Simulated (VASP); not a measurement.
# AgSn2SeI3 (P4mm) in VASP: relaxation of cell and atoms with PBE

Aim: the relaxation of cell and atoms of AgSn2SeI3 with PBE.

Everything below comes from runs of VASP 6.6.1. Logs are shortened: lines on timing, memory, paths and dates and some standing lists are left out, and cuts for length are marked.

## 1. The cell of the first run

It takes space group P4mm (No. 99, tetragonal). Conventional cell: a = 5.274 Å, b = 5.274 Å, c = 10.218 Å, α = 90.00°, β = 90.00°, γ = 90.00°. Within 3.3 Å of Ag (site symmetry 4mm) lie 1 I at 2.47 Å and 4 Sn at 2.91 Å. Sn (site symmetry 2mm) has 2 Ag at 2.91 Å and 4 Sn at 3.73 Å and 1 I at 3.90 Å within 3.9 Å. Within 4.1 Å of Se (site symmetry 4mm) lie 8 I at 2.97 to 4.04 Å. I (site symmetry 2mm) has 2 I at 2.64 Å and 2 Se at 2.97 Å within 3.5 Å. I (site symmetry 4mm) has 1 Ag at 2.47 Å and 4 I at 2.64 Å within 3.3 Å.

The cell was generated, and may not be a known phase.

## 2. Relaxation of cell and atoms, PBE

Contents of INCAR:

```
SYSTEM = AgSn2SeI3
  PREC = Accurate
  ENCUT = 600
  EDIFF = 1E-6
  ISMEAR = 0
  SIGMA = 0.15
  LREAL = .FALSE.
  LASPH = .TRUE.
  NELM = 60
  ALGO = Normal
  ISIF = 3
  LWAVE = .FALSE.
  LCHARG = .FALSE.
  GGA = PE
  IBRION = 2
  NSW = 36
  EDIFFG = -0.08
```

Contents of KPOINTS:

```
Automatic mesh
0
G
  2 2 2
  0 0 0
```

Contents of POSCAR:

```
AgSn2SeI3
1.0
    5.2744304100      0.0000000000      0.0000000000
    0.0000000000      5.2744304100      0.0000000000
    0.0000000000      0.0000000000     10.2179832800
Ag Sn Se I
1 2 1 3
Direct
    0.5000000000      0.5000000000      0.8145521500
    0.5000000000      0.0000000000      0.6945340600
    0.0000000000      0.5000000000      0.6945340600
    0.0000000000      0.0000000000      0.2090523300
    0.5000000000      0.0000000000      0.0759220000
    0.0000000000      0.5000000000      0.0759220000
    0.5000000000      0.5000000000      0.0561043500
```

Potentials or basis: VASP PAW PBE potentials, release 64 (Ag, Sn_d, Se, I).

The run is started by

```sh
cat potpaw_PBE.64/Ag/POTCAR potpaw_PBE.64/Sn_d/POTCAR potpaw_PBE.64/Se/POTCAR potpaw_PBE.64/I/POTCAR > POTCAR
mpirun -np 1 vasp_std > vasp.out
```

OUTCAR:

```text
SYSTEM = AgSn2SeI3
   PREC = Accurate
   ENCUT = 600
   EDIFF = 1E-6
   ISMEAR = 0
   LREAL = .FALSE.
   LASPH = .TRUE.
   NELM = 60
   ISIF = 3
   GGA = PE
   IBRION = 2
   NSW = 36
   EDIFFG = -0.08

 ion  position               nearest neighbor table
   1  0.500  0.500  0.815-   7 2.47   3 2.91   2 2.91   2 2.91   3 2.91
   2  0.500  0.000  0.695-   1 2.91   1 2.91   3 3.73   3 3.73   3 3.73   3 3.73
   3  0.000  0.500  0.695-   1 2.91   1 2.91   2 3.73   2 3.73   2 3.73   2 3.73
   4  0.000  0.000  0.209-   5 2.97   6 2.97   6 2.97   5 2.97
   5  0.500  0.000  0.076-   7 2.64   7 2.64   4 2.97   4 2.97
   6  0.000  0.500  0.076-   7 2.64   7 2.64   4 2.97   4 2.97
   7  0.500  0.500  0.056-   1 2.47   5 2.64   6 2.64   5 2.64   6 2.64

  LATTYP: Found a simple tetragonal cell.
 ALAT       =     5.2744304100
 C/A-ratio  =     1.9372676262

  Lattice vectors:

 A1 = (   5.2744304100,   0.0000000000,   0.0000000000)
 A2 = (   0.0000000000,   5.2744304100,   0.0000000000)
 A3 = (   0.0000000000,   0.0000000000,  10.2179832800)

Analysis of symmetry for initial positions (statically):
=====================================================================
 Subroutine PRICEL returns:
 Original cell was already a primitive cell.

 Routine SETGRP: Setting up the symmetry group for a
 simple tetragonal supercell.

 Subroutine GETGRP returns: Found  8 space group operations
 (whereof  8 operations were pure point group operations)
 out of a pool of 16 trial point group operations.

The static configuration has the point symmetry C_4v.

Analysis of symmetry for dynamics (positions and initial velocities):
=====================================================================
 Subroutine PRICEL returns:
 Original cell was already a primitive cell.

 Routine SETGRP: Setting up the symmetry group for a
 simple tetragonal supercell.

 Subroutine GETGRP returns: Found  8 space group operations
 (whereof  8 operations were pure point group operations)
 out of a pool of 16 trial point group operations.

The dynamic configuration has the point symmetry C_4v.

 Subroutine INISYM returns: Found  8 space group operations
 (whereof  8 operations are pure point group operations),
 and found     1 'primitive' translations

----------------------------------------------------------------------------------------

                                     Primitive cell

  volume of cell :     284.2604

  direct lattice vectors                    reciprocal lattice vectors
     5.274430410  0.000000000  0.000000000     0.189593932  0.000000000  0.000000000
     0.000000000  5.274430410  0.000000000     0.000000000  0.189593932  0.000000000
     0.000000000  0.000000000 10.217983280     0.000000000  0.000000000  0.097866670

  length of vectors
     5.274430410  5.274430410 10.217983280     0.189593932  0.189593932  0.097866670

  position of ions in fractional coordinates (direct lattice)
     0.500000000  0.500000000  0.814552150
     0.500000000  0.000000000  0.694534060
     0.000000000  0.500000000  0.694534060
     0.000000000  0.000000000  0.209052330
     0.500000000  0.000000000  0.075922000
     0.000000000  0.500000000  0.075922000
     0.500000000  0.500000000  0.056104350

  ion indices of the primitive-cell ions
   primitive index   ion index
                 1           1
                 2           2
                 3           3
                 4           4
                 5           5
                 6           6
                 7           7

----------------------------------------------------------------------------------------

 KPOINTS: Automatic mesh

Automatic generation of k-mesh.
 Grid dimensions read from file:
 generate k-points for:    2    2    2

 Generating k-lattice:

  Cartesian coordinates                     Fractional coordinates (reciprocal lattice)
     0.094796966  0.000000000  0.000000000     0.500000000  0.000000000  0.000000000
     0.000000000  0.094796966  0.000000000     0.000000000  0.500000000  0.000000000
     0.000000000  0.000000000  0.048933335     0.000000000  0.000000000  0.500000000

  Length of vectors
     0.094796966  0.094796966  0.048933335

  Shift w.r.t. Gamma in fractional coordinates (k-lattice)
     0.000000000  0.000000000  0.000000000

 Subroutine IBZKPT returns following result:
 ===========================================

 Found      6 irreducible k-points:

 Following reciprocal coordinates:
            Coordinates               Weight
  0.000000  0.000000  0.000000      1.000000
  0.500000  0.000000  0.000000      2.000000
  0.500000  0.500000  0.000000      1.000000
  0.000000  0.000000  0.500000      1.000000
  0.500000  0.000000  0.500000      2.000000
  0.500000  0.500000  0.500000      1.000000
   k-points           NKPTS =      6   k-points in BZ     NKDIM =      6   number of bands    NBANDS=     39
   number of dos      NEDOS =    301   number of ions     NIONS =      7
   total plane-waves  NPLWV = 148176
   dimension x,y,z NGX =    42 NGY =   42 NGZ =   84
   dimension x,y,z NGXF=    84 NGYF=   84 NGZF=  168
   ions per type =               1   2   1   3
   NGX,Y,Z   is equivalent  to a cutoff of  13.24, 13.24, 13.67 a.u.
   NGXF,Y,Z  is equivalent  to a cutoff of  26.48, 26.48, 27.33 a.u.
 SYSTEM =  AgSn2SeI3
   PREC   = accura    normal or accurate (medium, high low for compatibility)
   ISTART =      0    job   : 0-new  1-cont  2-samecut
   ICHARG =      2    charge: 1-file 2-atom 10-const
   ISPIN  =      1    spin polarized calculation?
   LNONCOLLINEAR =      F non collinear calculations
   LSORBIT =      F    spin-orbit coupling
   LASPH  =      T    aspherical Exc in radial PAW
   ENCUT  =  600.0 eV  44.10 Ry    6.64 a.u.  10.53 10.53 20.41*2*pi/ulx,y,z
   NELM   =     60;   NELMIN=  2; NELMDL= -5     # of ELM steps
   EDIFF  = 0.1E-05   stopping-criterion for ELM
   LREAL  =      F    real-space projection
   EDIFFG = -.8E-01   stopping-criterion for IOM
   NSW    =     36    number of steps for IOM
   IBRION =      2    ionic relax: 0-MD 1-quasi-New 2-CG
   NFREE  =      1    steps in history (QN), initial steepest desc. (CG)
   ISIF   =      3    stress and relaxation
   ISYM   =      2    0-nonsym 1-usesym 2-fastsym
   POTIM  = 0.5000    time-step for ionic-motion
   TEBEG  =    0.0;   TEEND  =   0.0 temperature during run
   PSTRESS=    0.0 pullay stress
   NELECT =      66.0000    total number of electrons
   NUPDOWN=      -1.0000    fix difference up-down
   EMIN   =  10.00;   EMAX   =-10.00  energy-range for DOS
   EFERMI =   0.00;   METHOD = LEGACY
   ISMEAR =     0;   SIGMA  =   0.15  broadening in eV -4-tet -1-fermi 0-gaus
   EFERMI_NEDOS =   21; number of points for ismear=-14 and -15
   IALGO  =     38    algorithm
   IMIX   =      4    mixing-type and parameters
     AMIX     =   0.40;   BMIX     =  1.00
     AMIX_MAG =   1.60;   BMIX_MAG =  1.00
  volume/ion in A,a.u.               =      40.61       274.04
  Fermi-wavevector in a.u.,A,eV,Ry     =   1.006199  1.901441 13.775044  1.012437
  Thomas-Fermi vector in A             =   2.138927
   LORBIT       =      0    0 simple, 1 ext, 2 COOP (PROOUT), +10 PAW based schemes
   GGA     = PE    functional components
   LHFCALC =     F    Hartree Fock is set to
   AEXX    =    0.0000 exact exchange contribution
   IVDW    =     0    specifies the selected vdW correction
   LEPSILON=     F    determine dielectric tensor
   LRPA    =     F    only Hartree local field effects (RPA)
 conjugate gradient relaxation of ions
 non-spin polarized calculation
 Gauss-broadening in eV      SIGMA  =   0.15
  energy-cutoff  :      600.00
  volume of cell :      284.26
 maximum number of plane-waves:      9504
   NGX = 21   NGY = 21   NGZ = 41

--------------------------------------- Ionic step        1  -------------------------------------------

 number of electron      66.0000013 magnetization

 Free energy of the ion-electron system (eV)
  ---------------------------------------------------
  ext. energy  EPLUGINS =         0.00000000
  ---------------------------------------------------
  free energy    TOTEN  =        -9.69580083 eV

  energy without entropy =       -9.51012603  energy(sigma->0) =       -9.60296343

------------------------ aborting loop because EDIFF is reached ----------------------------------------

  FORCE on cell =-STRESS in cart. coord.  units (eV):
  Direction    XX          YY          ZZ          XY          YZ          ZX
  --------------------------------------------------------------------------------------
  -------------------------------------------------------------------------------------
  Total       27.3688059     27.3688059      6.5436606      0.0000000      0.0000000      0.0000000
  in kB      154.2588576    154.2588576     36.8820476      0.0000000      0.0000000      0.0000000
  external PRESSURE =     115.1332543 kB  Pullay stress =       0.0000000 kB
[... 104 lines left out ...]
  FREE ENERGIE OF THE ION-ELECTRON SYSTEM (eV)
  ---------------------------------------------------
  free  energy   TOTEN  =       -13.2869391357 eV

  energy  without entropy=      -13.1553792109  energy(sigma->0) =      -13.22115917

[... ionic steps 4 to 20 ...]

--------------------------------------- Ionic step       21  -------------------------------------------

 number of electron      66.0000012 magnetization

------------------------ aborting loop because EDIFF is reached ----------------------------------------

  FORCE on cell =-STRESS in cart. coord.  units (eV):
  Direction    XX          YY          ZZ          XY          YZ          ZX
  --------------------------------------------------------------------------------------
  -------------------------------------------------------------------------------------
  Total       -0.1422319     -0.1422319     -0.2761004      0.0000000      0.0000000      0.0000000
  in kB       -0.8227449     -0.8227449     -1.5971120      0.0000000      0.0000000      0.0000000
  external PRESSURE =      -1.0808673 kB  Pullay stress =       0.0000000 kB
[... 67 lines left out ...]
  energy  without entropy=      -16.4961314857  energy(sigma->0) =      -16.50454301

--------------------------------------- Ionic step       23  -------------------------------------------

 number of electron      66.0000013 magnetization

 Free energy of the ion-electron system (eV)
  ---------------------------------------------------
  ext. energy  EPLUGINS =         0.00000000
  ---------------------------------------------------
  free energy    TOTEN  =       -16.51463393 eV

  energy without entropy =      -16.49706635  energy(sigma->0) =      -16.50585014

 E-fermi :   3.7087     XC(G=0):  -8.0191

 val. band max:        3.6337644837   @ k =   0.5000   0.5000   0.5000
 cond. band min:       3.7796899793   @ k =   0.0000   0.0000   0.5000
 fundamental gap:      0.1459254957
 Fermi energy:         3.7086529017

 k-point     1 :       0.0000    0.0000    0.0000
  band No.  band energies     occupation
      1     -18.2216      2.00000
      2     -18.2160      2.00000
      3     -18.2080      2.00000
      4     -18.2080      2.00000
      5     -17.9987      2.00000
      6     -17.9987      2.00000
[... 275 lines left out ...]
  FREE ENERGIE OF THE ION-ELECTRON SYSTEM (eV)
  ---------------------------------------------------
  free  energy   TOTEN  =       -16.5146339266 eV

  energy  without entropy=      -16.4970663498  energy(sigma->0) =      -16.50585014

 reached required accuracy - stopping structural energy minimisation
```

Run time: 21 min. Hardware: 1 thread of Intel Xeon 6975P-C (Granite Rapids), shared host; peak memory 0.49 GiB.

What came out:

```yaml
Free_energy: -16.5146 eV
Relaxed_volume: 39.42 Å³/atom
Relaxed_cell: a = 6.063 Å, b = 6.063 Å, c = 7.507 Å, α = 90.00°, β = 90.00°, γ = 90.00°
Space_group_after_relaxing_to_0.1_Å: P4mm (No. 99)
Energy_gained_by_relaxing: 974.1 meV/atom
Ionic_steps: 23
Pressure_after_relaxing: 0.0 GPa
Largest_force_after_relaxing: 0.077 eV/Å
Band_gap_on_the_k_mesh: zero (bands 33 and 34 overlap by 2.35 eV)
```

Forces in eV/Å, atoms in the order of the input:
```
Ag   0.000  0.000  0.023
Sn   0.000  0.000  0.006
Sn   0.000  0.000  0.006
Se   0.000  0.000 -0.077
I    0.000  0.000 -0.012
I    0.000  0.000 -0.012
I    0.000  0.000  0.067
```

Step by step:
| step | energy change (eV) | largest force (eV/Å) | pressure (GPa) | volume (Å³) |
| --- | --- | --- | --- | --- |
| 1 | 0.0000 | 2.8701 | 11.51 | 284.26 |
| 2 | -3.3423 | 0.7871 | -2.00 | 419.72 |
| 3 | -3.5911 | 1.1306 | -0.54 | 379.84 |
| 4 | -3.5915 | 1.1092 | -0.64 | 381.92 |
| 5 | -3.8469 | 1.0859 | -0.76 | 374.77 |
| 6 | -4.6808 | 1.0491 | -1.10 | 352.60 |
| 7 | -5.4935 | 1.5809 | 0.57 | 304.99 |
| 8 | -5.5282 | 1.1042 | -0.64 | 320.73 |
| 9 | -5.5774 | 1.1132 | -0.24 | 313.79 |
| 10 | -5.9132 | 1.3535 | 0.16 | 303.40 |
| 11 | -6.3961 | 1.0414 | 2.45 | 273.61 |
| 12 | -6.5756 | 0.7157 | 1.59 | 276.48 |
| 13 | -6.6842 | 0.4915 | 0.21 | 281.71 |
| 14 | -6.6850 | 0.4853 | 0.29 | 281.35 |
| 15 | -6.7109 | 0.4574 | 0.08 | 282.37 |
| 16 | -6.7353 | 0.3879 | -0.30 | 284.63 |
| 17 | -6.7555 | 0.3440 | -0.24 | 283.15 |
| 18 | -6.7984 | 0.1950 | -0.04 | 278.71 |
| 19 | -6.7951 | 0.3139 | 0.42 | 269.96 |
| 20 | -6.8125 | 0.1390 | 0.18 | 274.62 |
| 21 | -6.8171 | 0.0918 | -0.11 | 276.98 |
| 22 | -6.8172 | 0.0943 | -0.09 | 276.80 |
| 23 | -6.8188 | 0.0768 | 0.00 | 275.96 |

Final structure:
```yaml
crystal:
  lattice:
    - [6.06312, 0.00000, 0.00000]
    - [0.00000, 6.06312, 0.00000]
    - [0.00000, 0.00000, 7.50669]
  atoms:
    - { symbol: Ag, position: [0.50000, 0.50000, 0.71226] }
    - { symbol: Sn, position: [0.50000, 0.00000, 0.71586] }
    - { symbol: Sn, position: [0.00000, 0.50000, 0.71586] }
    - { symbol: Se, position: [0.00000, 0.00000, 0.10056] }
    - { symbol: I, position: [0.50000, 0.00000, 0.11435] }
    - { symbol: I, position: [0.00000, 0.50000, 0.11435] }
    - { symbol: I, position: [0.50000, 0.50000, 0.14737] }
```

Levels at points of the mesh, in eV from the Fermi level:
```
           k point  band 31  band 32  band 33  band 34  band 35  band 36
(0.00, 0.00, 0.00)    -0.97     0.53     0.53     1.18     1.49     1.59
(0.50, 0.00, 0.00)    -1.36    -0.71    -0.53     0.50     0.57     0.88
(0.50, 0.50, 0.00)    -2.29    -1.98    -1.78    -1.78    -0.40     2.33
(0.00, 0.00, 0.50)    -1.05     0.07     0.57     0.57     1.51     1.51
(0.50, 0.00, 0.50)    -1.36    -0.65    -0.27     0.47     0.64     0.67
(0.50, 0.50, 0.50)    -2.14    -1.78    -1.78    -1.55    -0.07     1.01
```

Caveat: the k points lie up to 0.52 Å⁻¹ apart in the final cell, too coarse for converged energies and pressures of a metal; a cell axis changed by over 15 % at a fixed basis, so the end point is rough; spin-orbit coupling is left out, which moves the levels of the heavy elements; the relaxation stopped at a loose force limit of 0.08 eV/Å, so its end isn't a converged minimum.

The gap in the log of VASP goes by the Fermi energy; the results here count the filled bands.